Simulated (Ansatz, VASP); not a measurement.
# Two plane-wave programs on BiH

```
Bi H
1.0
     4.78267    0.00000    0.00000
     0.00000    3.16500    0.00000
     0.00000    0.00000    4.88315
Bi H
2 2
Direct
  0.75000 0.00000 0.68700
  0.25000 0.00000 0.31300
  0.75000 0.50000 0.18800
  0.25000 0.50000 0.81200
```

Alike in both runs: task relaxation of cell and atoms; functional PBE; k mesh 4 × 6 × 4; occupations gaussian, width 0.1 eV; no spin polarisation.

|  | VASP | Ansatz |
| --- | --- | --- |
| version | VASP 6.6.1 | Ansatz 0.2.0 |
| potentials or method | VASP PAW PBE potentials, release 64 (Bi_d, H), cutoff 600 eV | scalar-relativistic, plane waves, PAW |
| valence electrons in the cell | 32 | 32 |

Ansatz gave:

* gap on the k mesh at the Fermi level, each at its own relaxed structure (eV): none
* relaxed volume (Å³/atom): 23.40
* relaxed length of the cell vector where the two differ most in proportion (Å): 4.812

Problem. What did VASP give for the same quantities?

Solution. gap on the k mesh at the Fermi level, each at its own relaxed structure (eV): none; relaxed volume (Å³/atom): 22.10; relaxed length of the cell vector where the two differ most in proportion (Å): 3.562.

A gap of «none» marks a metal or a gap that the smearing closes. One of these differences is far larger than is usual between the two programs; its cause wasn't traced.

Spin-orbit coupling is off throughout. Noted on VASP's run: the volume moved by over 15 % at a fixed basis, so the end points are rough.
